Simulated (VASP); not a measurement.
A run of VASP 6.6.1:

INCAR

```
PREC = Accurate ; ENCUT = 600
EDIFF = 1E-6 ; ISMEAR = -1
SIGMA = 0.1 ; LREAL = False
LASPH = True ; NELM = 120
ALGO = Normal ; ISIF = 2
LWAVE = False ; LCHARG = True
GGA = PS ; LELF = True
LVHAR = True ; NBANDS = 7
GGA_COMPAT = False
```

File KPOINTS:

```
regular mesh
0
Gamma
  10 10 10
```

Contents of POSCAR:

```
Mg
1.0
   -1.7820807234      1.7820807234      1.7759437669
    1.7820807234     -1.7820807234      1.7759437669
    1.7820807234      1.7820807234     -1.7759437669
Mg
1
Direct
    0.0000000000      0.0000000000      0.0000000000
```

Potentials or basis: VASP PAW PBE potentials, release 64 (Mg).

Launch:

```sh
$ cat potpaw_PBE.64/Mg/POTCAR > POTCAR
$ mpirun -np 1 vasp_std > vasp.out
```

Hardware: 1 thread of Intel Xeon 8259CL (shared host).

Q: Estimate the wall time of this run.

A: Run time: 32 s on 1 thread of Intel Xeon 8259CL (shared host), peak memory 0.16 GiB. Counts: scf iterations 9, k points 102.
